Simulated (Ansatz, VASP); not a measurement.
## Two plane-wave programs on C

POSCAR

```
C
1.0
    1.2159619696     -2.1479622876      0.0091232276
    1.2232502972      2.1521701653     -0.0413730204
   -0.0941886657     -0.0851463517      7.1476530721
C
4
Direct
    0.1034933285      0.9456230676      0.7488005552
    0.5908149738      0.4138432831      0.2394105085
    0.9242568809      0.0859987362      0.2421136921
    0.4285181549      0.5893271320      0.7486182121
```

Contents of INCAR.step1:

```
PREC = Accurate ; ENCUT = 520
ISMEAR = 0 ; SIGMA = 0.1
LREAL = F ; LASPH = T
NELM = 80 ; NBANDS = 16
GGA = PE ; ALGO = Normal
EDIFF = 1E-4 ; LWAVE = T
LCHARG = F
```

The input INCAR.step2:

```
PREC = Accurate ; ENCUT = 520
EDIFF = 1E-7 ; ISMEAR = 0
SIGMA = 0.1 ; LREAL = F
LASPH = T ; NELM = 80
ALGO = Normal ; ISIF = 2
LWAVE = F ; LCHARG = T
METAGGA = R2SCAN ; LMIXTAU = T
LELF = T ; LVHAR = T
NBANDS = 16 ; ISTART = 1
```

The input KPOINTS:

```
Automatic mesh
0
Gamma
  8 8 2
```

Input for Ansatz:

```yaml
crystal:
  lattice:
    - [1.2159619696, -2.1479622876, 0.0091232276]
    - [1.2232502972, 2.1521701653, -0.0413730204]
    - [-0.0941886657, -0.0851463517, 7.1476530721]
  atoms:
    - { symbol: C, position: [0.1034933285, 0.9456230676, 0.7488005552] }
    - { symbol: C, position: [0.5908149738, 0.4138432831, 0.2394105085] }
    - { symbol: C, position: [0.9242568809, 0.0859987362, 0.2421136921] }
    - { symbol: C, position: [0.4285181549, 0.589327132, 0.7486182121] }
basis:
  ecutwfc: 500
kpoints:
  mp_grid: { grid: [8, 8, 2] }
hamiltonian:
  xc: r2scan
scf:
  occupations: { method: gaussian, width: 0.1 }
output:
  forces: true
  stress: true
  eigenvalues: true
```

Change from the starting cell: kmesh displaced: [8, 8, 2] Gamma-centred.

Alike in both runs: task single point; functional r2SCAN; k mesh 8 × 8 × 2; occupations gaussian, width 0.1 eV; no spin polarisation.

|  | VASP | Ansatz |
| --- | --- | --- |
| version | VASP 6.6.1 | Ansatz 0.2.0 |
| potentials or method | VASP PAW PBE potentials, release 64 (C), cutoff 520 eV | scalar-relativistic, plane waves, PAW |
| valence electrons in the cell | 16 | 16 |

```csv
,VASP,Ansatz,Ansatz less VASP
gap on the k mesh at the Fermi level (eV),1.20,1.20,-0.001
least direct gap on the mesh (eV),1.20,1.20,-0.001
pressure (GPa),-0.3,-0.9,-0.63
"traceless stress, the component that is largest in VASP (GPa)",-8.90,-9.19,-0.291
rms of the force components (eV/Å),1.293,1.288,-0.0045
```

VASP's potentials were made for PBE, not for r2SCAN. Atom by atom the forces differ by 0.006 eV/Å (rms over components).

The k mesh is coarse, so the values compare programs but aren't converged.
